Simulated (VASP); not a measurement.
# HfO3 (Pm-3n) in VASP: notebook

The runs below take HfO3 through single point, with PBE.

Everything below comes from runs of VASP 6.6.1. Logs are shortened: lines on timing, memory, paths and dates and some standing lists are left out, and cuts for length are marked.

## (1) The cell of the first run

The structure is cubic, space group Pm-3n (No. 223). The conventional cell has a = 4.142 Å, b = 4.142 Å, c = 4.142 Å, α = 90.00°, β = 90.00°, γ = 90.00°. Hf (site symmetry m-3) has 12 O at 2.32 Å within 3.1 Å. Within 2.7 Å of O (site symmetry -4m2) lie 10 O at 2.07 to 2.54 Å and 4 Hf at 2.32 Å.

## (2) Single point, PBE

The input, INCAR:

```
SYSTEM = HfO3
  ALGO = Normal
  EDIFF = 1E-7
  ENCUT = 520
  GGA = PE
  ISIF = 2
  ISMEAR = 0
  LASPH = .TRUE.
  LCHARG = .FALSE.
  LREAL = .FALSE.
  LWAVE = .FALSE.
  NBANDS = 38
  NELM = 60
  PREC = Accurate
  SIGMA = 0.1
```

The input, KPOINTS:

```
k-points
0
G
  4 4 4
  0 0 0
```

The input, POSCAR:

```
HfO3
1.0
    4.1420620848      0.0000000000      0.0000000000
    0.0000000000      4.1420620848      0.0000000000
    0.0000000000      0.0000000000      4.1420620848
Hf O
2 6
Direct
    0.0000000000      0.0000000000      0.0000000000
    0.5000000000      0.5000000000      0.5000000000
    0.2500000000      0.0000000000      0.5000000000
    0.7500000000      0.0000000000      0.5000000000
    0.5000000000      0.2500000000      0.0000000000
    0.5000000000      0.7500000000      0.0000000000
    0.0000000000      0.5000000000      0.2500000000
    0.0000000000      0.5000000000      0.7500000000
```

Potentials or basis: VASP PAW PBE potentials, release 64 (Hf_pv, O).

The run is started by

```console
$ cat potpaw_PBE.64/Hf_pv/POTCAR potpaw_PBE.64/O/POTCAR > POTCAR
$ mpirun -np 1 vasp_std > vasp.out
```

OUTCAR:

```text
SYSTEM = HfO3
   EDIFF = 1E-7
   ENCUT = 520
   GGA = PE
   ISIF = 2
   ISMEAR = 0
   LASPH = .TRUE.
   LREAL = .FALSE.
   NELM = 60
   PREC = Accurate

 ion  position               nearest neighbor table
   1  0.000  0.000  0.000-   3 2.32   4 2.32   5 2.32   6 2.32   7 2.32   8 2.32   3 2.32   4 2.32
                             7 2.32   8 2.32   5 2.32   6 2.32   2 3.59   2 3.59   2 3.59   2 3.59
   2  0.500  0.500  0.500-   3 2.32   4 2.32   5 2.32   6 2.32   7 2.32   8 2.32   5 2.32   6 2.32
                             3 2.32   4 2.32   7 2.32   8 2.32   1 3.59   1 3.59   1 3.59   1 3.59
   3  0.250  0.000  0.500-   1 2.32   2 2.32   1 2.32   2 2.32
   4  0.750  0.000  0.500-   1 2.32   2 2.32   1 2.32   2 2.32
   5  0.500  0.250  0.000-   1 2.32   2 2.32   2 2.32   1 2.32
   6  0.500  0.750  0.000-   1 2.32   2 2.32   2 2.32   1 2.32
   7  0.000  0.500  0.250-   1 2.32   2 2.32   1 2.32   2 2.32
   8  0.000  0.500  0.750-   1 2.32   2 2.32   1 2.32   2 2.32

  LATTYP: Found a simple cubic cell.
 ALAT       =     4.1420620848

  Lattice vectors:

 A1 = (   4.1420620848,   0.0000000000,   0.0000000000)
 A2 = (   0.0000000000,   4.1420620848,   0.0000000000)
 A3 = (   0.0000000000,   0.0000000000,   4.1420620848)

Analysis of symmetry for initial positions (statically):
=====================================================================
 Subroutine PRICEL returns:
 Original cell was already a primitive cell.

 Routine SETGRP: Setting up the symmetry group for a
 simple cubic supercell.

 Subroutine GETGRP returns: Found 48 space group operations
 (whereof 24 operations were pure point group operations)
 out of a pool of 48 trial point group operations.

The static configuration has the point symmetry T_h .
 The point group associated with its full space group is O_h .

Analysis of symmetry for dynamics (positions and initial velocities):
=====================================================================
 Subroutine PRICEL returns:
 Original cell was already a primitive cell.

 Routine SETGRP: Setting up the symmetry group for a
 simple cubic supercell.

 Subroutine GETGRP returns: Found 48 space group operations
 (whereof 24 operations were pure point group operations)
 out of a pool of 48 trial point group operations.

The dynamic configuration has the point symmetry T_h .
 The point group associated with its full space group is O_h .

 Subroutine INISYM returns: Found 48 space group operations
 (whereof 24 operations are pure point group operations),
 and found     1 'primitive' translations

----------------------------------------------------------------------------------------

                                     Primitive cell

  volume of cell :      71.0640

  direct lattice vectors                    reciprocal lattice vectors
     4.142062085  0.000000000  0.000000000     0.241425642  0.000000000  0.000000000
     0.000000000  4.142062085  0.000000000     0.000000000  0.241425642  0.000000000
     0.000000000  0.000000000  4.142062085     0.000000000  0.000000000  0.241425642

  length of vectors
     4.142062085  4.142062085  4.142062085     0.241425642  0.241425642  0.241425642

  position of ions in fractional coordinates (direct lattice)
     0.000000000  0.000000000  0.000000000
     0.500000000  0.500000000  0.500000000
     0.250000000  0.000000000  0.500000000
     0.750000000  0.000000000  0.500000000
     0.500000000  0.250000000  0.000000000
     0.500000000  0.750000000  0.000000000
     0.000000000  0.500000000  0.250000000
     0.000000000  0.500000000  0.750000000

  ion indices of the primitive-cell ions
   primitive index   ion index
                 1           1
                 2           2
                 3           3
                 4           4
                 5           5
                 6           6
                 7           7
                 8           8

----------------------------------------------------------------------------------------

 KPOINTS: k-points

Automatic generation of k-mesh.
 Grid dimensions read from file:
 generate k-points for:    4    4    4

 Generating k-lattice:

  Cartesian coordinates                     Fractional coordinates (reciprocal lattice)
     0.060356411  0.000000000  0.000000000     0.250000000  0.000000000  0.000000000
     0.000000000  0.060356411  0.000000000     0.000000000  0.250000000  0.000000000
     0.000000000  0.000000000  0.060356411     0.000000000  0.000000000  0.250000000

  Length of vectors
     0.060356411  0.060356411  0.060356411

  Shift w.r.t. Gamma in fractional coordinates (k-lattice)
     0.000000000  0.000000000  0.000000000

 Subroutine IBZKPT returns following result:
 ===========================================

 Found     10 irreducible k-points:

 Following reciprocal coordinates:
            Coordinates               Weight
  0.000000  0.000000  0.000000      1.000000
  0.250000  0.000000  0.000000      6.000000
  0.500000  0.000000  0.000000      3.000000
  0.250000  0.250000  0.000000     12.000000
  0.500000  0.250000  0.000000     12.000000
  0.500000  0.500000  0.000000      3.000000
  0.250000  0.250000  0.250000      8.000000
  0.500000  0.250000  0.250000     12.000000
  0.500000  0.500000  0.250000      6.000000
  0.500000  0.500000  0.500000      1.000000
   k-points           NKPTS =     10   k-points in BZ     NKDIM =     10   number of bands    NBANDS=     38
   number of dos      NEDOS =    301   number of ions     NIONS =      8
   total plane-waves  NPLWV =  32768
   dimension x,y,z NGX =    32 NGY =   32 NGZ =   32
   dimension x,y,z NGXF=    64 NGYF=   64 NGZF=   64
   ions per type =               2   6
   NGX,Y,Z   is equivalent  to a cutoff of  12.84, 12.84, 12.84 a.u.
   NGXF,Y,Z  is equivalent  to a cutoff of  25.69, 25.69, 25.69 a.u.
 SYSTEM =  HfO3
   PREC   = accura    normal or accurate (medium, high low for compatibility)
   ISTART =      0    job   : 0-new  1-cont  2-samecut
   ICHARG =      2    charge: 1-file 2-atom 10-const
   ISPIN  =      1    spin polarized calculation?
   LNONCOLLINEAR =      F non collinear calculations
   LSORBIT =      F    spin-orbit coupling
   LASPH  =      T    aspherical Exc in radial PAW
   ENCUT  =  520.0 eV  38.22 Ry    6.18 a.u.   7.70  7.70  7.70*2*pi/ulx,y,z
   NELM   =     60;   NELMIN=  2; NELMDL= -5     # of ELM steps
   EDIFF  = 0.1E-06   stopping-criterion for ELM
   LREAL  =      F    real-space projection
   EDIFFG = 0.1E-05   stopping-criterion for IOM
   NSW    =      0    number of steps for IOM
   IBRION =     -1    ionic relax: 0-MD 1-quasi-New 2-CG
   NFREE  =      0    steps in history (QN), initial steepest desc. (CG)
   ISIF   =      2    stress and relaxation
   ISYM   =      2    0-nonsym 1-usesym 2-fastsym
   POTIM  = 0.5000    time-step for ionic-motion
   TEBEG  =    0.0;   TEEND  =   0.0 temperature during run
   PSTRESS=    0.0 pullay stress
   NELECT =      56.0000    total number of electrons
   NUPDOWN=      -1.0000    fix difference up-down
   EMIN   =  10.00;   EMAX   =-10.00  energy-range for DOS
   EFERMI =   0.00;   METHOD = LEGACY
   ISMEAR =     0;   SIGMA  =   0.10  broadening in eV -4-tet -1-fermi 0-gaus
   EFERMI_NEDOS =   21; number of points for ismear=-14 and -15
   IALGO  =     38    algorithm
   IMIX   =      4    mixing-type and parameters
     AMIX     =   0.40;   BMIX     =  1.00
     AMIX_MAG =   1.60;   BMIX_MAG =  1.00
  volume/ion in A,a.u.               =       8.88        59.95
  Fermi-wavevector in a.u.,A,eV,Ry     =   1.512125  2.857501 31.110003  2.286521
  Thomas-Fermi vector in A             =   2.622091
   LORBIT       =      0    0 simple, 1 ext, 2 COOP (PROOUT), +10 PAW based schemes
   GGA     = PE    functional components
   LHFCALC =     F    Hartree Fock is set to
   AEXX    =    0.0000 exact exchange contribution
   IVDW    =     0    specifies the selected vdW correction
   LEPSILON=     F    determine dielectric tensor
   LRPA    =     F    only Hartree local field effects (RPA)
 non-spin polarized calculation
 Gauss-broadening in eV      SIGMA  =   0.10
  energy-cutoff  :      520.00
  volume of cell :       71.06
 maximum number of plane-waves:      1936
 NGX is ok and might be reduce to    32
   NGX = 15   NGY = 15   NGZ = 15

 number of electron      56.0000033 magnetization

 Free energy of the ion-electron system (eV)
  ---------------------------------------------------
  ext. energy  EPLUGINS =         0.00000000
  ---------------------------------------------------
  free energy    TOTEN  =       -66.29091439 eV

  energy without entropy =      -66.25146451  energy(sigma->0) =      -66.27118945

 E-fermi :   5.7945     XC(G=0): -12.8675

 val. band max:        5.7626103818   @ k =   0.5000   0.5000   0.2500
 cond. band min:       5.8066839296   @ k =   0.2500   0.2500   0.0000
 fundamental gap:      0.0440735478
 Fermi energy:         5.7945180390

 k-point     1 :       0.0000    0.0000    0.0000
  band No.  band energies     occupation
      1     -24.8875      2.00000
      2     -24.8875      2.00000
      3     -24.8875      2.00000
      4     -24.7022      2.00000
      5     -24.7022      2.00000
      6     -24.7022      2.00000
[... 30 lines left out ...]
     37      13.0357      0.00000
     38      13.0357      0.00000

 k-point     2 :       0.2500    0.0000    0.0000
  band No.  band energies     occupation
      1     -24.9091      2.00000
      2     -24.8572      2.00000
      3     -24.8572      2.00000
      4     -24.7811      2.00000
      5     -24.7260      2.00000
      6     -24.7260      2.00000
[... 30 lines left out ...]
     37      12.8449      0.00000
     38      12.9101      0.00000
[... 285 lines left out ...]
     37      12.4274      0.00000
     38      12.7308      0.00000

 k-point    10 :       0.5000    0.5000    0.5000
  band No.  band energies     occupation
      1     -24.8709      2.00000
      2     -24.8709      2.00000
      3     -24.8709      2.00000
      4     -24.8709      2.00000
      5     -24.8709      2.00000
      6     -24.8709      2.00000
[... 30 lines left out ...]
     37      12.7254      0.00000
     38      12.7254      0.00000

------------------------ aborting loop because EDIFF is reached ----------------------------------------

  FORCE on cell =-STRESS in cart. coord.  units (eV):
  Direction    XX          YY          ZZ          XY          YZ          ZX
  --------------------------------------------------------------------------------------
  -------------------------------------------------------------------------------------
  Total       -1.6834057     -1.6834057     -1.6834057     -0.0000000      0.0000000     -0.0000000
  in kB      -37.9533013    -37.9533013    -37.9533013     -0.0000000      0.0000000     -0.0000000
  external PRESSURE =     -37.9533013 kB  Pullay stress =       0.0000000 kB

 VOLUME and BASIS-vectors are now :
 -----------------------------------------------------------------------------
  energy-cutoff  :      520.00
  volume of cell :       71.06
      direct lattice vectors                 reciprocal lattice vectors
     4.142062085  0.000000000  0.000000000     0.241425642  0.000000000  0.000000000
     0.000000000  4.142062085  0.000000000     0.000000000  0.241425642  0.000000000
     0.000000000  0.000000000  4.142062085     0.000000000  0.000000000  0.241425642

 POSITION                                       TOTAL-FORCE (eV/Angst)
 -----------------------------------------------------------------------------------
      0.00000      0.00000      0.00000        -0.000000      0.000000     -0.000000
      2.07103      2.07103      2.07103        -0.000000      0.000000     -0.000000
      1.03552      0.00000      2.07103         0.000000     -0.000000      0.000000
      3.10655      0.00000      2.07103        -0.000000      0.000000     -0.000000
      2.07103      1.03552      0.00000         0.000000      0.000000     -0.000000
      2.07103      3.10655      0.00000        -0.000000     -0.000000      0.000000
      0.00000      2.07103      1.03552         0.000000     -0.000000     -0.000000
      0.00000      2.07103      3.10655        -0.000000     -0.000000      0.000000
 -----------------------------------------------------------------------------------
    total drift:                                0.000000     -0.000000      0.000000

  FREE ENERGIE OF THE ION-ELECTRON SYSTEM (eV)
  ---------------------------------------------------
  free  energy   TOTEN  =       -66.2909143938 eV

  energy  without entropy=      -66.2514645106  energy(sigma->0) =      -66.27118945
```

Wall time 10 s (1 thread of Intel Xeon 6975P-C (Granite Rapids), shared host); peak memory 0.18 GiB.

Results:

| Property | Result |
| --- | --- |
| Free energy | -66.2909 eV |
| Pressure | -3.8 GPa |
| Band gap on the k mesh | zero (band 28 reaches 7.29 eV, above the bottom of band 29 at 3.54 eV) |

Caveat: the k points lie up to 0.38 Å⁻¹ apart; spin-orbit coupling is left out, which moves the levels of the heavy elements.

## (3) Single point, PBE

This run uses another cell than the first one, of 13.62 Å³/atom, 1.533 times its volume.

The input, INCAR:

```
  PREC = Accurate
  ENCUT = 520
  EDIFF = 1E-6
  ISMEAR = 0
  SIGMA = 0.1
  LREAL = F
  LASPH = T
  NELM = 100
  ALGO = Normal
  ISIF = 2
  LWAVE = F
  LCHARG = F
  GGA = PE
  NBANDS = 38
```

The input, KPOINTS:

```
regular mesh
0
Gamma
  4 4 4
```

Edit POSCAR of step 2 so:

```diff
@@ -2,5 +2,5 @@
 1.0
-    4.1420620848      0.0000000000      0.0000000000
-    0.0000000000      4.1420620848      0.0000000000
-    0.0000000000      0.0000000000      4.1420620848
+    4.7759899300      0.0000000000      0.0000000000
+    0.0000000000      4.7759899300      0.0000000000
+    0.0000000000      0.0000000000      4.7759899300
 Hf O
```

Potentials or basis: VASP PAW PBE potentials, release 64 (Hf_pv, O).

The run is started by

```console
$ cat potpaw_PBE.64/Hf_pv/POTCAR potpaw_PBE.64/O/POTCAR > POTCAR
$ mpirun -np 1 vasp_std > vasp.out
```

Wall time 16 s (1 thread of Intel Xeon 6975P-C (Granite Rapids), shared host); peak memory 0.21 GiB.

Results (log left out):

```
Free energy            : -58.1566 eV
Pressure               : -45.4 GPa
Band gap on the k mesh : zero (band 28 reaches 2.59 eV, above the bottom of band 29 at 0.56 eV)
```

Levels at points of the mesh, in eV from the Fermi level:
```tsv
k point	band 26	band 27	band 28	band 29	band 30	band 31
(0.00, 0.00, 0.00)	-0.95	-0.95	0.93	0.93	0.93	3.21
(0.50, 0.00, 0.00)	-1.01	-0.55	-0.55	0.83	0.83	3.01
(0.50, 0.50, 0.00)	-0.82	-0.68	-0.47	-0.47	0.72	2.42
(0.50, 0.50, 0.50)	-1.10	-1.10	-1.10	-1.10	-1.10	3.25
```

Caveat: spin-orbit coupling is left out, which moves the levels of the heavy elements.

## (4) Single point, PBE

The input, INCAR:

```
ALGO = Normal
EDIFF = 1E-6
ENCUT = 520
GGA = PE
ISIF = 2
ISMEAR = 0
LASPH = T
LCHARG = F
LREAL = F
LWAVE = F
NBANDS = 38
NELM = 80
PREC = Accurate
SIGMA = 0.1
```

The input, KPOINTS:

```
k-points
0
Gamma
  10 10 10
```

Edit POSCAR of step 3 so:

```diff
@@ -2,5 +2,5 @@
 1.0
-    4.7759899300      0.0000000000      0.0000000000
-    0.0000000000      4.7759899300      0.0000000000
-    0.0000000000      0.0000000000      4.7759899300
+    4.1406598814      0.0000000000      0.0000000000
+    0.0000000000      4.1406598814      0.0000000000
+    0.0000000000      0.0000000000      4.1406598814
 Hf O
```

The run is started by

```console
$ cat potpaw_PBE.64/Hf_pv/POTCAR potpaw_PBE.64/O/POTCAR > POTCAR
$ mpirun -np 1 vasp_std > vasp.out
```

Run time: 39 s. Hardware: 1 thread of Intel Xeon 6975P-C (Granite Rapids), shared host; peak memory 0.25 GiB.

It converged, with:

| Quantity | Value |
| --- | --- |
| Free energy | -66.4009 eV |
| Pressure | -3.8 GPa |
| Band gap on the k mesh | zero (band 28 reaches 7.30 eV, above the bottom of band 29 at 3.54 eV) |

Levels at points of the mesh, in eV from the Fermi level:
```
           k point  band 26  band 27  band 28  band 29  band 30  band 31
(0.00, 0.00, 0.00)    -1.27    -1.27     1.93     1.93     1.93     5.99
(0.50, 0.00, 0.00)    -1.49    -0.85    -0.85     1.74     1.74     5.14
(0.50, 0.50, 0.00)    -1.38    -1.01    -0.74    -0.74     1.54     4.21
(0.50, 0.50, 0.50)    -1.83    -1.83    -1.83    -1.83    -1.83     5.74
```

Caveat: spin-orbit coupling is left out, which moves the levels of the heavy elements.

## (5) Overview

```tsv
cell	k mesh	gap on the mesh (eV)	pressure (GPa)
a = 4.142 Å, 8 atoms	4 × 4 × 4	none	-3.8
a = 4.776 Å, 8 atoms	4 × 4 × 4	none	-45.4
a = 4.141 Å, 8 atoms	10 × 10 × 10	none	-3.8
```

Alike in all rows: task single point; level PBE; potentials or basis VASP PAW PBE potentials, release 64 (Hf_pv, O); no spin polarisation; cutoff (eV) 520; smearing gaussian 0.1 eV.

Caveats: some runs use coarse meshes; spin-orbit coupling is left out, which moves the levels of the heavy elements.

Absolute energies hang on the potentials; compare differences alone.
